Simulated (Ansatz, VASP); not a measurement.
# CoSi: VASP beside Ansatz

The input INCAR:

```
SYSTEM = CoSi
PREC = Accurate
ENCUT = 520
EDIFF = 1E-6
ISMEAR = 0
SIGMA = 0.15
LREAL = .FALSE.
LASPH = .TRUE.
NELM = 100
ALGO = Normal
ISIF = 2
LWAVE = .FALSE.
LCHARG = .TRUE.
GGA = PS
LELF = .TRUE.
LVHAR = .TRUE.
NBANDS = 36
```

Contents of KPOINTS:

```
regular mesh
0
G
  10 10 10
  0 0 0
```

Contents of POSCAR:

```
CoSi
1.0
    4.3858255181      0.0000000000      0.0000000000
    0.0000000000      4.3858255181      0.0000000000
    0.0000000000      0.0000000000      4.3858255181
Co Si
4 4
Direct
    0.1456446764      0.1456446764      0.1456446764
    0.3543553236      0.8543553236      0.6456446764
    0.6456446764      0.3543553236      0.8543553236
    0.8543553236      0.6456446764      0.3543553236
    0.8433288500      0.8433288500      0.8433288500
    0.6566711500      0.1566711500      0.3433288500
    0.3433288500      0.6566711500      0.1566711500
    0.1566711500      0.3433288500      0.6566711500
```

Input for Ansatz:

```yaml
crystal:
  lattice:
    - [4.3858255181, 0.0, 0.0]
    - [0.0, 4.3858255181, 0.0]
    - [0.0, 0.0, 4.3858255181]
  atoms:
    - { symbol: Co, position: [0.1456446764, 0.1456446764, 0.1456446764] }
    - { symbol: Co, position: [0.3543553236, 0.8543553236, 0.6456446764] }
    - { symbol: Co, position: [0.6456446764, 0.3543553236, 0.8543553236] }
    - { symbol: Co, position: [0.8543553236, 0.6456446764, 0.3543553236] }
    - { symbol: Si, position: [0.84332885, 0.84332885, 0.84332885] }
    - { symbol: Si, position: [0.65667115, 0.15667115, 0.34332885] }
    - { symbol: Si, position: [0.34332885, 0.65667115, 0.15667115] }
    - { symbol: Si, position: [0.15667115, 0.34332885, 0.65667115] }
basis:
  ecutwfc: 420
kpoints:
  mp_grid: { grid: [10, 10, 10] }
hamiltonian:
  xc: pbesol
scf:
  occupations: { method: gaussian, width: 0.15 }
output:
  forces: true
  stress: true
  eigenvalues: true
  write_density: true
  write_potential: true
  elf: true
  volumetric_format: npy
```

Alike in both runs: task single point; functional PBEsol; k mesh 10 × 10 × 10; occupations gaussian, width 0.15 eV; no spin polarisation.

|  | VASP | Ansatz |
| --- | --- | --- |
| version | VASP 6.6.1 | Ansatz 0.2.0 |
| potentials or method | VASP PAW PBE potentials, release 64 (Co, Si), cutoff 520 eV | scalar-relativistic, plane waves, PAW |
| valence electrons in the cell | 52 | 84 |

Ansatz gave:

| Quantity | Value |
| --- | --- |
| gap on the k mesh at the Fermi level (eV) | none |
| pressure (GPa) | 0.0 |
| rms of the force components (eV/Å) | 0.002 |

Q: Estimate VASP's values.

A: gap on the k mesh at the Fermi level (eV): none; pressure (GPa): 0.2; rms of the force components (eV/Å): 0.003.

VASP's potentials were made for PBE, not for PBEsol. Atom by atom the forces differ by 0.004 eV/Å (rms over components). A gap of «none» marks a metal or a gap that the smearing closes. The functional is the same, so the differences come from potentials, cutoffs and numerics. VASP's potentials hold 52 valence electrons a cell and Ansatz's 84, so a difference there can come from the potentials and not from the codes.
